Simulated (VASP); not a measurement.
Input of a VASP 6.6.1 run:

INCAR

```
PREC = Accurate
ENCUT = 600
EDIFF = 1E-8
ISMEAR = -1
SIGMA = 0.15
LREAL = False
LASPH = True
NELM = 60
ALGO = Fast
ISIF = 3
LWAVE = False
LCHARG = False
GGA = PS
NBANDS = 12
IBRION = 6
NFREE = 2
POTIM = 0.015
NSW = 1
```

Contents of KPOINTS:

```
Automatic mesh
0
Gamma
  20 20 20
```

The input POSCAR:

```
Ag
1.0
   -1.5919437636      1.5919437636      1.5919437636
    1.5919437636     -1.5919437636      1.5919437636
    1.5919437636      1.5919437636     -1.5919437636
Ag
1
Direct
    0.0000000000      0.0000000000      0.0000000000
```

Potentials or basis: VASP PAW PBE potentials, release 64 (Ag).

Command:

```sh
$ cat potpaw_PBE.64/Ag/POTCAR > POTCAR
$ mpirun -np 1 vasp_std > vasp.out
```

**Question.** Predict the elastic constants C11, C12, C44.

**Answer.** 128, 143, 74 GPa.

**Question.** Predict the Voigt bulk modulus.

**Answer.** 138 GPa.

Clamped-ion elastic tensor (GPa):
```
128 143 143   0   0   0
143 128 143   0   0   0
143 143 128   0   0   0
  0   0   0  74   0   0
  0   0   0   0  74   0
  0   0   0   0   0  74
```

Caveat: the cell is under stress, which shifts elastic constants; the elastic tensor has a negative eigenvalue, so either the cell is unstable as it stands or the mesh is too thin; the PAW data sets were made with another functional, which shifts forces and pressure a little.
